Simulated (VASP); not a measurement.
# FeSi (P2_13) in VASP: a series of runs

Runs on FeSi. Level: PBE. Tasks: single point, relaxation of cell and atoms.

All numbers are computed with VASP 6.6.1; they aren't measurements. Logs are shortened: lines on timing, memory, paths and dates and some standing lists are left out, and cuts for length are marked.

## (1) The cell of the first run

The structure is cubic, space group P2_13 (No. 198). Conventional cell: a = 4.467 Å, b = 4.467 Å, c = 4.467 Å, α = 90.00°, β = 90.00°, γ = 90.00°. Fe (site symmetry 3) has 7 Si at 2.24 to 2.51 Å and 6 Fe at 2.74 Å within 3.0 Å. Within 3.0 Å of Si (site symmetry 3) lie 7 Fe at 2.24 to 2.51 Å and 6 Si at 2.76 Å.

## (2) Single point, PBE, collinear spin, ferromagnetic start

Contents of INCAR:

```
PREC = Accurate ; ENCUT = 520
EDIFF = 1E-6 ; ISMEAR = 0
SIGMA = 0.1 ; LREAL = F
LASPH = T ; NELM = 150
ALGO = Normal ; ISIF = 2
LWAVE = F ; LCHARG = F
ISPIN = 2 ; MAGMOM = 4 4 4 4 0 0 0 0
LORBIT = 11 ; LMAXMIX = 4
GGA = PE ; NBANDS = 38
```

Contents of KPOINTS:

```
Automatic mesh
0
Gamma
  4 4 4
```

Contents of POSCAR:

```
FeSi
1.0
    4.4670000100      0.0000000000      0.0000000000
    0.0000000000      4.4670000100      0.0000000000
    0.0000000000      0.0000000000      4.4670000100
Fe Si
4 4
Direct
    0.1340000000      0.1340000000      0.1340000000
    0.3660000000      0.8660000000      0.6340000000
    0.6340000000      0.3660000000      0.8660000000
    0.8660000000      0.6340000000      0.3660000000
    0.8445000100      0.8445000100      0.8445000100
    0.6554999900      0.1554999900      0.3445000100
    0.3445000100      0.6554999900      0.1554999900
    0.1554999900      0.3445000100      0.6554999900
```

Potentials or basis: VASP PAW PBE potentials, release 64 (Fe, Si).

On the command line:

```bash
$ cat potpaw_PBE.64/Fe/POTCAR potpaw_PBE.64/Si/POTCAR > POTCAR
$ mpirun -np 1 vasp_std > vasp.out
```

OUTCAR:

```text
PREC = Accurate
   ENCUT = 520
   EDIFF = 1E-6
   ISMEAR = 0
   LREAL = F
   LASPH = T
   NELM = 150
   ISIF = 2
   ISPIN = 2
   LORBIT = 11
   GGA = PE

 ion  position               nearest neighbor table
   1  0.134  0.134  0.134-   5 2.24   6 2.34   7 2.34   8 2.34   7 2.51   8 2.51   6 2.51   3 2.74
                             4 2.74   2 2.74   2 2.74   4 2.74   3 2.74
   2  0.366  0.866  0.634-   6 2.24   5 2.34   7 2.34   8 2.34   7 2.51   8 2.51   5 2.51   1 2.74
                             1 2.74   3 2.74   3 2.74   4 2.74   4 2.74
   3  0.634  0.366  0.866-   7 2.24   6 2.34   5 2.34   8 2.34   8 2.51   6 2.51   5 2.51   1 2.74
                             4 2.74   2 2.74   2 2.74   4 2.74   1 2.74
   4  0.866  0.634  0.366-   8 2.24   6 2.34   7 2.34   5 2.34   6 2.51   5 2.51   7 2.51   1 2.74
                             3 2.74   2 2.74   1 2.74   2 2.74   3 2.74
   5  0.845  0.845  0.845-   1 2.24   2 2.34   3 2.34   4 2.34   3 2.51   4 2.51   2 2.51   6 2.76
                             7 2.76   8 2.76   6 2.76   8 2.76   7 2.76
   6  0.655  0.155  0.345-   2 2.24   1 2.34   3 2.34   4 2.34   3 2.51   4 2.51   1 2.51   8 2.76
                             5 2.76   5 2.76   7 2.76   7 2.76   8 2.76
   7  0.345  0.655  0.155-   3 2.24   2 2.34   1 2.34   4 2.34   4 2.51   2 2.51   1 2.51   8 2.76
                             5 2.76   8 2.76   6 2.76   6 2.76   5 2.76
   8  0.155  0.345  0.655-   4 2.24   2 2.34   3 2.34   1 2.34   2 2.51   1 2.51   3 2.51   7 2.76
                             5 2.76   7 2.76   5 2.76   6 2.76   6 2.76

  LATTYP: Found a simple cubic cell.
 ALAT       =     4.4670000100

  Lattice vectors:

 A1 = (   4.4670000100,   0.0000000000,   0.0000000000)
 A2 = (   0.0000000000,   4.4670000100,   0.0000000000)
 A3 = (   0.0000000000,   0.0000000000,   4.4670000100)

Analysis of symmetry for initial positions (statically):
=====================================================================
 Subroutine PRICEL returns:
 Original cell was already a primitive cell.

 Routine SETGRP: Setting up the symmetry group for a
 simple cubic supercell.

 Subroutine GETGRP returns: Found 12 space group operations
 (whereof  3 operations were pure point group operations)
 out of a pool of 48 trial point group operations.

The static configuration has the point symmetry C_3 .
 The point group associated with its full space group is T   .

Analysis of symmetry for dynamics (positions and initial velocities):
=====================================================================
 Subroutine PRICEL returns:
 Original cell was already a primitive cell.

 Routine SETGRP: Setting up the symmetry group for a
 simple cubic supercell.

 Subroutine GETGRP returns: Found 12 space group operations
 (whereof  3 operations were pure point group operations)
 out of a pool of 48 trial point group operations.

The dynamic configuration has the point symmetry C_3 .
 The point group associated with its full space group is T   .

Analysis of structural, dynamic, and magnetic symmetry:
=====================================================================
 Subroutine PRICEL returns:
 Original cell was already a primitive cell.

 Routine SETGRP: Setting up the symmetry group for a
 simple cubic supercell.

 Subroutine GETGRP returns: Found 12 space group operations
 (whereof  3 operations were pure point group operations)
 out of a pool of 48 trial point group operations.

The overall configuration has the point symmetry C_3 .
 The point group associated with its full space group is T   .

 Subroutine INISYM returns: Found 12 space group operations
 (whereof  3 operations are pure point group operations),
 and found     1 'primitive' translations

----------------------------------------------------------------------------------------

                                     Primitive cell

  volume of cell :      89.1349

  direct lattice vectors                    reciprocal lattice vectors
     4.467000010  0.000000000  0.000000000     0.223863890  0.000000000  0.000000000
     0.000000000  4.467000010  0.000000000     0.000000000  0.223863890  0.000000000
     0.000000000  0.000000000  4.467000010     0.000000000  0.000000000  0.223863890

  length of vectors
     4.467000010  4.467000010  4.467000010     0.223863890  0.223863890  0.223863890

  position of ions in fractional coordinates (direct lattice)
     0.134000000  0.134000000  0.134000000
[... 68 lines left out ...]
   ISTART =      0    job   : 0-new  1-cont  2-samecut
   ICHARG =      2    charge: 1-file 2-atom 10-const
   ISPIN  =      2    spin polarized calculation?
   LNONCOLLINEAR =      F non collinear calculations
   LSORBIT =      F    spin-orbit coupling
   LASPH  =      T    aspherical Exc in radial PAW
   ENCUT  =  520.0 eV  38.22 Ry    6.18 a.u.   8.31  8.31  8.31*2*pi/ulx,y,z
   NELM   =    150;   NELMIN=  2; NELMDL= -5     # of ELM steps
   EDIFF  = 0.1E-05   stopping-criterion for ELM
   LREAL  =      F    real-space projection
   EDIFFG = 0.1E-04   stopping-criterion for IOM
   NSW    =      0    number of steps for IOM
   IBRION =     -1    ionic relax: 0-MD 1-quasi-New 2-CG
   NFREE  =      0    steps in history (QN), initial steepest desc. (CG)
   ISIF   =      2    stress and relaxation
   ISYM   =      2    0-nonsym 1-usesym 2-fastsym
   POTIM  = 0.5000    time-step for ionic-motion
   TEBEG  =    0.0;   TEEND  =   0.0 temperature during run
   PSTRESS=    0.0 pullay stress
   NELECT =      48.0000    total number of electrons
   NUPDOWN=      -1.0000    fix difference up-down
   EMIN   =  10.00;   EMAX   =-10.00  energy-range for DOS
   EFERMI =   0.00;   METHOD = LEGACY
   ISMEAR =     0;   SIGMA  =   0.10  broadening in eV -4-tet -1-fermi 0-gaus
   EFERMI_NEDOS =   21; number of points for ismear=-14 and -15
   IALGO  =     38    algorithm
   IMIX   =      4    mixing-type and parameters
     AMIX     =   0.40;   BMIX     =  1.00
     AMIX_MAG =   1.60;   BMIX_MAG =  1.00
  volume/ion in A,a.u.               =      11.14        75.19
  Fermi-wavevector in a.u.,A,eV,Ry     =   1.331903  2.516932 24.136270  1.773966
  Thomas-Fermi vector in A             =   2.460879
   LORBIT       =     11    0 simple, 1 ext, 2 COOP (PROOUT), +10 PAW based schemes
   GGA     = PE    functional components
   LHFCALC =     F    Hartree Fock is set to
   AEXX    =    0.0000 exact exchange contribution
   IVDW    =     0    specifies the selected vdW correction
   LEPSILON=     F    determine dielectric tensor
   LRPA    =     F    only Hartree local field effects (RPA)
 spin polarized calculation
 Gauss-broadening in eV      SIGMA  =   0.10
  energy-cutoff  :      520.00
  volume of cell :       89.13
 maximum number of plane-waves:      2440
 NGX is ok and might be reduce to    36
   NGX = 17   NGY = 17   NGZ = 17

 number of electron      47.9999980 magnetization      -0.0057947

 number of electron      47.9999980 magnetization       0.0038649

 Free energy of the ion-electron system (eV)
  ---------------------------------------------------
  ext. energy  EPLUGINS =         0.00000000
  ---------------------------------------------------
  free energy    TOTEN  =       -58.74323858 eV

  energy without entropy =      -58.72215035  energy(sigma->0) =      -58.73269447

 E-fermi :   9.6492     XC(G=0): -12.7346

 val. band max:        9.5779718961   @ k =   0.2500   0.0000   0.0000
 cond. band min:       9.7220212771   @ k =   0.2500   0.2500   0.0000
 fundamental gap:      0.1440493810
 Fermi energy:         9.6491520417

 spin component 1

 k-point     1 :       0.0000    0.0000    0.0000
  band No.  band energies     occupation
      1      -3.5953      1.00000
      2       1.7204      1.00000
      3       1.7204      1.00000
      4       1.7204      1.00000
      5       4.5871      1.00000
      6       4.5871      1.00000
[... 418 lines left out ...]
     35      15.6381      0.00000
     36      15.6381      0.00000
 Fermi energy:         9.6491520417

 spin component 2

 k-point     1 :       0.0000    0.0000    0.0000
  band No.  band energies     occupation
      1      -3.5954      1.00000
      2       1.7204      1.00000
      3       1.7204      1.00000
      4       1.7204      1.00000
      5       4.5871      1.00000
      6       4.5871      1.00000
[... 418 lines left out ...]
     35      15.6383      0.00000
     36      15.6383      0.00000
 [bands above 36 left out]

------------------------ aborting loop because EDIFF is reached ----------------------------------------

  FORCE on cell =-STRESS in cart. coord.  units (eV):
  Direction    XX          YY          ZZ          XY          YZ          ZX
  --------------------------------------------------------------------------------------
  -------------------------------------------------------------------------------------
  Total       -1.3665556     -1.3665556     -1.3665556      0.0000000     -0.0000000      0.0000000
  in kB      -24.5634876    -24.5634876    -24.5634876      0.0000000     -0.0000000      0.0000000
  external PRESSURE =     -24.5634876 kB  Pullay stress =       0.0000000 kB

 VOLUME and BASIS-vectors are now :
 -----------------------------------------------------------------------------
  energy-cutoff  :      520.00
  volume of cell :       89.13
      direct lattice vectors                 reciprocal lattice vectors
     4.467000010  0.000000000  0.000000000     0.223863890  0.000000000  0.000000000
     0.000000000  4.467000010  0.000000000     0.000000000  0.223863890  0.000000000
     0.000000000  0.000000000  4.467000010     0.000000000  0.000000000  0.223863890

 POSITION                                       TOTAL-FORCE (eV/Angst)
 -----------------------------------------------------------------------------------
      0.59858      0.59858      0.59858         0.150642      0.150642      0.150642
      1.63492      3.86842      2.83208        -0.150642     -0.150642      0.150642
      2.83208      1.63492      3.86842         0.150642     -0.150642     -0.150642
      3.86842      2.83208      1.63492        -0.150642      0.150642     -0.150642
      3.77238      3.77238      3.77238        -0.301666     -0.301666     -0.301666
      2.92812      0.69462      1.53888         0.301666      0.301666     -0.301666
      1.53888      2.92812      0.69462        -0.301666      0.301666      0.301666
      0.69462      1.53888      2.92812         0.301666     -0.301666      0.301666
 -----------------------------------------------------------------------------------
    total drift:                               -0.000000     -0.000001     -0.000000

  FREE ENERGIE OF THE ION-ELECTRON SYSTEM (eV)
  ---------------------------------------------------
  free  energy   TOTEN  =       -58.7432385815 eV

  energy  without entropy=      -58.7221503491  energy(sigma->0) =      -58.73269447

 total charge

# of ion       s       p       d       tot
------------------------------------------
    1        0.434   0.632   6.555   7.621
    2        0.434   0.632   6.555   7.621
    3        0.434   0.632   6.555   7.621
    4        0.434   0.632   6.555   7.621
    5        0.737   0.892   0.000   1.629
    6        0.737   0.892   0.000   1.629
    7        0.737   0.892   0.000   1.629
    8        0.737   0.892   0.000   1.629
--------------------------------------------------
tot          4.685   6.096  26.218  36.999

 magnetization (x)

# of ion       s       p       d       tot
------------------------------------------
    1       -0.000  -0.000   0.001   0.001
    2       -0.000  -0.000   0.001   0.001
    3       -0.000  -0.000   0.001   0.001
    4       -0.000  -0.000   0.001   0.001
    5       -0.000  -0.000   0.000  -0.000
    6       -0.000  -0.000   0.000  -0.000
    7       -0.000  -0.000   0.000  -0.000
    8       -0.000  -0.000   0.000  -0.000
--------------------------------------------------
tot         -0.000  -0.000   0.003   0.003
```

Wall time 3.1 min (1 thread of Intel Xeon 6975P-C (Granite Rapids), shared host); peak memory 0.27 GiB.

Results:

* Free energy: -58.7432 eV
* Pressure: -2.5 GPa
* Largest force: 0.523 eV/Å
* Band gap on the k mesh: 0.14 eV (least direct gap 0.19 eV)
* Net moment: 0.00 μB per cell
* Valence electrons inside the program's atomic spheres: Fe 7.62; Si 1.63

Forces in eV/Å, atoms in the order of the input:
```
Fe   0.151  0.151  0.151
Fe  -0.151 -0.151  0.151
Fe   0.151 -0.151 -0.151
Fe  -0.151  0.151 -0.151
Si  -0.302 -0.302 -0.302
Si   0.302  0.302 -0.302
Si  -0.302  0.302  0.302
Si   0.302 -0.302  0.302
```

Levels at points of the mesh, in eV from the valence-band top:
Spin up:
```csv
k point,band 22,band 23,band 24,band 25,band 26,band 27
"(0.00, 0.00, 0.00)",-0.27,-0.03,-0.03,0.62,0.62,0.62
"(0.50, 0.00, 0.00)",-0.37,-0.02,-0.02,0.18,0.18,1.67
"(0.50, 0.50, 0.00)",-1.02,-0.35,-0.35,0.62,0.62,1.25
"(0.50, 0.50, 0.50)",-0.69,-0.69,-0.69,0.48,0.48,0.48
```
Spin down:
| k point | band 20 | band 21 | band 22 | band 23 | band 24 | band 25 | band 26 | band 27 | band 28 | band 29 |
| --- | --- | --- | --- | --- | --- | --- | --- | --- | --- | --- |
| (0.00, 0.00, 0.00) | -0.27 | -0.27 | -0.27 | -0.03 | -0.03 | 0.62 | 0.62 | 0.62 | 2.93 | 2.93 |
| (0.50, 0.00, 0.00) | -1.24 | -0.37 | -0.37 | -0.02 | -0.02 | 0.18 | 0.18 | 1.67 | 1.67 | 2.16 |
| (0.50, 0.50, 0.00) | -1.28 | -1.02 | -1.02 | -0.35 | -0.35 | 0.62 | 0.62 | 1.25 | 1.25 | 2.64 |
| (0.50, 0.50, 0.50) | -0.70 | -0.69 | -0.69 | -0.69 | -0.69 | 0.48 | 0.48 | 0.48 | 0.48 | 5.54 |

## (3) Single point, PBE

This run uses another cell than the first one, of 11.00 Å³/atom.

Contents of INCAR:

```
PREC     = Accurate       # precision mode
ENCUT    = 520            # plane-wave cutoff, eV
EDIFF    = 1E-6           # SCF threshold, eV
ISMEAR   = 0              # smearing method
SIGMA    = 0.01           # smearing width, eV
LREAL    = False          # projectors in reciprocal space
LASPH    = True           # aspherical terms in the spheres
NELM     = 100            # most SCF steps
ALGO     = Normal         # electronic algorithm
ISIF     = 2              # what is computed and relaxed
LWAVE    = False          # write WAVECAR
LCHARG   = False          # write CHGCAR
GGA      = PE             # functional
NBANDS   = 34             # bands
```

Contents of KPOINTS:

```
regular mesh
0
Gamma
  8 8 8
```

Contents of POSCAR:

```
FeSi
1.0
    4.4480050182      0.0000000000      0.0000000000
    0.0000000000      4.4480050182      0.0000000000
    0.0000000000      0.0000000000      4.4480050182
Fe Si
4 4
Direct
    0.1359995434      0.1359995434      0.1359995434
    0.3640004566      0.8640004566      0.6359995434
    0.6359995434      0.3640004566      0.8640004566
    0.8640004566      0.6359995434      0.3640004566
    0.8407167122      0.8407167122      0.8407167122
    0.6592832878      0.1592832878      0.3407167122
    0.3407167122      0.6592832878      0.1592832878
    0.1592832878      0.3407167122      0.6592832878
```

Potentials or basis: VASP PAW PBE potentials, release 64 (Fe, Si).

On the command line:

```bash
$ cat potpaw_PBE.64/Fe/POTCAR potpaw_PBE.64/Si/POTCAR > POTCAR
$ mpirun -np 1 vasp_std > vasp.out
```

It took 80 s on 1 thread of Intel Xeon 6975P-C (Granite Rapids), shared host; peak memory 0.25 GiB.

Results (log left out):

```yaml
Free_energy: -58.7822 eV
Pressure: 0.2 GPa
Largest_force: 0.035 eV/Å
Band_gap_on_the_k_mesh: 0.16 eV (least direct gap 0.17 eV)
```

Forces in eV/Å, atoms in the order of the input:
```
Fe   0.020  0.020  0.020
Fe  -0.020 -0.020  0.020
Fe   0.020 -0.020 -0.020
Fe  -0.020  0.020 -0.020
Si   0.001  0.001  0.001
Si  -0.001 -0.001  0.001
Si   0.001 -0.001 -0.001
Si  -0.001  0.001 -0.001
```

Levels at points of the mesh, in eV from the valence-band top:
| k point | band 20 | band 21 | band 22 | band 23 | band 24 | band 25 | band 26 | band 27 | band 28 | band 29 |
| --- | --- | --- | --- | --- | --- | --- | --- | --- | --- | --- |
| (0.00, 0.00, 0.00) | -0.28 | -0.28 | -0.28 | -0.04 | -0.04 | 0.66 | 0.66 | 0.66 | 3.03 | 3.03 |
| (0.50, 0.00, 0.00) | -1.24 | -0.38 | -0.38 | -0.01 | -0.01 | 0.20 | 0.20 | 1.72 | 1.72 | 2.22 |
| (0.50, 0.50, 0.00) | -1.26 | -1.01 | -1.01 | -0.36 | -0.36 | 0.64 | 0.64 | 1.30 | 1.30 | 2.70 |
| (0.50, 0.50, 0.50) | -0.73 | -0.67 | -0.67 | -0.67 | -0.67 | 0.50 | 0.50 | 0.50 | 0.50 | 5.64 |

A k mesh can miss the band edges. Spin polarisation is off, so any magnetic state and its effect on volume and gap are missing.

## (4) Single point, PBE

This run uses another cell than the first one, of 11.00 Å³/atom.

Contents of INCAR:

```
SYSTEM = FeSi
PREC = Accurate ; ENCUT = 520
EDIFF = 1E-6 ; ISMEAR = 0
SIGMA = 0.01 ; LREAL = .False.
LASPH = .True. ; NELM = 100
ALGO = Normal ; ISIF = 2
LWAVE = .False. ; LCHARG = .True.
GGA = PE ; LELF = .True.
LVHAR = .True. ; NBANDS = 34
```

Contents of KPOINTS:

```
Automatic mesh
0
Gamma
  8 8 8
  0 0 0
```

POSCAR is that of step 3.

On the command line:

```bash
$ cat potpaw_PBE.64/Fe/POTCAR potpaw_PBE.64/Si/POTCAR > POTCAR
$ mpirun -np 1 vasp_std > vasp.out
```

It took 74 s on 1 thread of Intel Xeon 6975P-C (Granite Rapids), shared host; peak memory 0.25 GiB.

Results (log left out):

- Free energy: -58.7822 eV
- Pressure: 0.2 GPa
- Largest force: 0.035 eV/Å
- Band gap on the k mesh: 0.16 eV (least direct gap 0.17 eV)

Forces in eV/Å, atoms in the order of the input:
```
Fe   0.020  0.020  0.020
Fe  -0.020 -0.020  0.020
Fe   0.020 -0.020 -0.020
Fe  -0.020  0.020 -0.020
Si   0.001  0.001  0.001
Si  -0.001 -0.001  0.001
Si   0.001 -0.001 -0.001
Si  -0.001  0.001 -0.001
```

Levels at points of the mesh, in eV from the valence-band top:
```tsv
k point	band 22	band 23	band 24	band 25	band 26	band 27
(0.00, 0.00, 0.00)	-0.28	-0.04	-0.04	0.66	0.66	0.66
(0.50, 0.00, 0.00)	-0.38	-0.01	-0.01	0.20	0.20	1.72
(0.50, 0.50, 0.00)	-1.01	-0.36	-0.36	0.64	0.64	1.30
(0.50, 0.50, 0.50)	-0.67	-0.67	-0.67	0.50	0.50	0.50
```

(Part 1 of 2 ends here.)
